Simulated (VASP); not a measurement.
Write the native input for VASP 6.6.1 that does the following.

```
Task                   : relaxation of cell and atoms
Functional             : r2SCAN
Potentials or basis    : VASP PAW PBE potentials, release 64 (Os)
Cutoff                 : 600 eV
k mesh                 : 18 × 18 × 18
Occupations            : gaussian, width 0.1 eV
Spin                   : no spin polarisation
Dipole correction      : no
Further INCAR settings : ALGO = Normal; EDIFF = 1e-07; IBRION = 2; EDIFFG = -0.002; NSW = 100; ISIF = 3
```

The system is Os.

```xyz
1
Lattice="0.0000 1.9129 1.9129 1.9129 0.0000 1.9129 1.9129 1.9129 0.0000" Properties=species:S:1:pos:R:3 pbc="T T T"
Os    0.0000    0.0000    0.0000
```

The input as run:

POSCAR

```
Os
1.0
    0.0000000000      1.9129311828      1.9129311828
    1.9129311828      0.0000000000      1.9129311828
    1.9129311828      1.9129311828      0.0000000000
Os
1
Direct
    0.0000000000      0.0000000000      0.0000000000
```

INCAR.step1

```
SYSTEM = Os
PREC     = Accurate       ! precision mode
ENCUT    = 600            ! plane-wave cutoff, eV
ISMEAR   = 0              ! smearing method
SIGMA    = 0.1            ! smearing width, eV
LREAL    = .FALSE.        ! projectors in reciprocal space
LASPH    = .TRUE.         ! aspherical terms in the spheres
NELM     = 100            ! most SCF steps
GGA      = PE             ! functional
ALGO     = Normal         ! electronic algorithm
EDIFF    = 1E-4           ! SCF threshold, eV
LWAVE    = .TRUE.         ! write WAVECAR
LCHARG   = .FALSE.        ! write CHGCAR
```

INCAR.step2

```
SYSTEM = Os
PREC     = Accurate       ! precision mode
ENCUT    = 600            ! plane-wave cutoff, eV
EDIFF    = 1E-7           ! SCF threshold, eV
ISMEAR   = 0              ! smearing method
SIGMA    = 0.1            ! smearing width, eV
LREAL    = .FALSE.        ! projectors in reciprocal space
LASPH    = .TRUE.         ! aspherical terms in the spheres
NELM     = 100            ! most SCF steps
ALGO     = Normal         ! electronic algorithm
ISIF     = 3              ! what is computed and relaxed
LWAVE    = .FALSE.        ! write WAVECAR
LCHARG   = .FALSE.        ! write CHGCAR
METAGGA  = R2SCAN         ! meta-GGA
LMIXTAU  = .TRUE.       
IBRION   = 2              ! ionic algorithm
NSW      = 100            ! ionic steps
EDIFFG   = -0.002         ! ionic threshold
ISTART   = 1
```

KPOINTS

```
regular mesh
0
G
  18 18 18
  0 0 0
```

Potentials or basis: VASP PAW PBE potentials, release 64 (Os).

Command:

```bash
$ cat potpaw_PBE.64/Os/POTCAR > POTCAR
$ cp INCAR.step1 INCAR
$ mpirun -np 1 vasp_std > vasp.out
$ cp INCAR.step2 INCAR
$ mpirun -np 1 vasp_std > vasp.out
```

It gave:

| Quantity | Value |
| --- | --- |
| Relaxed volume | 14.10 Å³/atom |
| Relaxed cell | a = 2.712 Å, b = 2.712 Å, c = 2.712 Å, α = 60.00°, β = 60.00°, γ = 60.00° |
| Space group after relaxing (to 0.05 Å) | Fm-3m (No. 225) |
| Energy gained by relaxing | 1.0 meV/atom |
| Ionic steps | 3 |
| Pressure after relaxing | 0.0 GPa |
| Band gap on the k mesh | zero (band 4 reaches 11.47 eV, above the bottom of band 5 at 7.56 eV) |

Caveat: the PAW data sets were made with another functional, which shifts forces and pressure a little; spin-orbit coupling is left out, which moves the levels of the heavy elements.

It took 12 min on 1 thread of AMD EPYC 7R43 64-Core Processor (Zen 3), with other jobs on the host, peak memory 0.13 GiB.
